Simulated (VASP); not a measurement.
Crystal: PbSe (Clausthalite).

```
CELL_PARAMETERS angstrom
0.00000 3.06065 3.06065
3.06065 0.00000 3.06065
3.06065 3.06065 0.00000
ATOMIC_POSITIONS crystal
Pb 0.00000 0.00000 0.00000
Se 0.50000 0.50000 0.50000
```

| Item | Value |
| --- | --- |
| Program | VASP 6.6.1 |
| Task | relaxation of cell and atoms |
| Functional | PBE |
| Potentials or basis | VASP PAW PBE potentials, release 64 (Pb_d, Se) |
| Cutoff | 600 eV |
| k mesh | 6 × 6 × 6 |
| Occupations | fermi-dirac, width 0.02 eV |
| Spin | no spin polarisation |

At the start: pressure 2.4 GPa; volume 28.67 Å³/atom.

**Question.** How do energy, volume and symmetry change on relaxing?

**Answer.** Over 3 steps the energy falls by 9.8 meV/atom and the volume is 30.03 Å³/atom (+4.7 %); space group Fm-3m (No. 225, to 0.05 Å).

The path:
```tsv
step	energy change (eV)	largest force (eV/Å)	pressure (GPa)	volume (Å³)
1	0.0000	0.0000	2.40	57.34
2	-0.0175	0.0000	-0.69	60.97
3	-0.0195	0.0000	0.02	60.05
```

Final structure:
```
Pb Se
1.0
     0.00000    3.10812    3.10812
     3.10812    0.00000    3.10812
     3.10812    3.10812    0.00000
Pb Se
1 1
Direct
  0.00000 0.00000 0.00000
  0.50000 0.50000 0.50000
```
